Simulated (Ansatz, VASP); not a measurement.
One calculation of AlN, two programs

```
CELL_PARAMETERS angstrom
3.11300 0.00000 0.00000
-1.55650 2.69594 0.00000
0.00000 0.00000 4.98100
ATOMIC_POSITIONS crystal
Al 0.33333 0.66667 0.99902
Al 0.66667 0.33333 0.49902
N 0.33333 0.66667 0.38098
N 0.66667 0.33333 0.88098
```

Alike in both runs: task electric field gradients; functional LDA; k mesh 11 × 11 × 6; occupations fermi-dirac, width 0.02 eV; no spin polarisation.

```csv
,VASP,Ansatz
version,VASP 6.6.1,Ansatz 0.2.0
potentials or method,"VASP PAW LDA potentials, release 64 (Al, N)","plane-wave PAW, scalar-relativistic"
plane-wave cutoff (eV),520,420
valence electrons in the cell,16,16
```

|  | VASP | Ansatz | Ansatz less VASP |
| --- | --- | --- | --- |
| gap on the k mesh at the Fermi level (eV) | 4.22 | 4.21 | -0.007 |
| pressure (GPa) | -4.1 | -4.7 | -0.56 |
| traceless stress, the component that is largest in VASP (GPa) | 0.27 | 0.28 | +0.007 |
| rms of the force components (eV/Å) | 0.004 | 0.004 | +0.0001 |
| size of Vzz on the site where it differs most (V/Å²) | 5.0 | 4.8 | -0.20 |

LDA's correlation is that of Perdew and Zunger in VASP and of Perdew and Wang (1992) in Ansatz. Atom by atom the forces differ by 0.000 eV/Å (rms over components).
